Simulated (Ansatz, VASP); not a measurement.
One calculation of AgBr, two programs

POSCAR

```
AgBr
1.0
    4.0921162106      0.0000000000      0.0414619171
    0.0000000000      4.0919047452      0.0000000000
   -0.0576709922      0.0000000000      5.7835259946
Ag Br
2 2
Direct
    0.7499714259      0.7500000000      0.7499778862
    0.2500285741      0.2500000000      0.2500221138
    0.2499845032      0.2500000000      0.7500035515
    0.7500154968      0.7500000000      0.2499964485
```

The input INCAR.step1:

```
SYSTEM = AgBr
  PREC = Accurate
  ENCUT = 550
  ISMEAR = 0
  SIGMA = 0.01
  LREAL = .False.
  LASPH = .True.
  NELM = 120
  NBANDS = 26
  GGA = PE
  ALGO = Normal
  EDIFF = 1E-5
  LWAVE = .True.
  LCHARG = .False.
  GGA_COMPAT = .False.
```

INCAR.step2

```
SYSTEM = AgBr
  PREC = Accurate
  ENCUT = 550
  EDIFF = 1E-6
  ISMEAR = 0
  SIGMA = 0.01
  LREAL = .False.
  LASPH = .True.
  NELM = 120
  ALGO = Normal
  ISIF = 2
  LWAVE = .False.
  LCHARG = .False.
  METAGGA = R2SCAN
  LMIXTAU = .True.
  NBANDS = 26
  ISTART = 1
  GGA_COMPAT = .False.
```

The input KPOINTS:

```
regular mesh
0
Gamma
  6 6 4
  0 0 0
```

Input for Ansatz:

```yaml
crystal:
  lattice:
    - [4.0921162106, 0.0, 0.0414619171]
    - [0.0, 4.0919047452, 0.0]
    - [-0.0576709922, 0.0, 5.7835259946]
  atoms:
    - { symbol: Ag, position: [0.7499714259, 0.75, 0.7499778862] }
    - { symbol: Ag, position: [0.2500285741, 0.25, 0.2500221138] }
    - { symbol: Br, position: [0.2499845032, 0.25, 0.7500035515] }
    - { symbol: Br, position: [0.7500154968, 0.75, 0.2499964485] }
kpoints:
  mp_grid: { grid: [6, 6, 4] }
  band_path:
    path:
      - [0.0, 0.0, 0.0]
      - [0.5000257513, 0.4999742487, 0.0001134483]
      - [0.5000257513, 0.4999742487, 0.5001134419]
      - [0.5000257513, 0.0, 0.5001134419]
      - [0.2497264873, 0.0, 1.0000566463]
      - [0.7503250153, 0.0, 0.0001702375]
      - [0.7503250153, 0.2497007655, 0.0001702375]
      - [0.2497264873, 0.2497007655, 1.0000566463]
    npoints: 1
hamiltonian:
  xc: r2scan
scf:
  occupations: { method: fixed }
  n_extra_bands: 5
output:
  forces: true
  stress: true
  eigenvalues: true
```

Alike in both runs: task single point; functional r2SCAN; k mesh 6 × 6 × 4; no spin polarisation.

|  | VASP | Ansatz |
| --- | --- | --- |
| version | VASP 6.6.1 | Ansatz 0.2.0 |
| potentials or method | VASP PAW PBE potentials, release 64 (Ag, Br) | plane waves, PAW |
| plane-wave cutoff (eV) | 550 | 500 |
| occupations | gaussian, width 0.01 eV | fixed |
| valence electrons in the cell | 36 | 52 |

VASP gave:

| Quantity | Value |
| --- | --- |
| gap on the k mesh at the Fermi level (eV) | 1.24 |
| pressure (GPa) | -0.1 |

**Question.** Estimate Ansatz's values.

**Answer.** gap on the k mesh at the Fermi level (eV): 1.29; pressure (GPa): 0.0.

VASP's potentials were made for PBE, not for r2SCAN. VASP's potentials hold 36 valence electrons a cell and Ansatz's 52, so a difference there can come from the potentials and not from the codes.
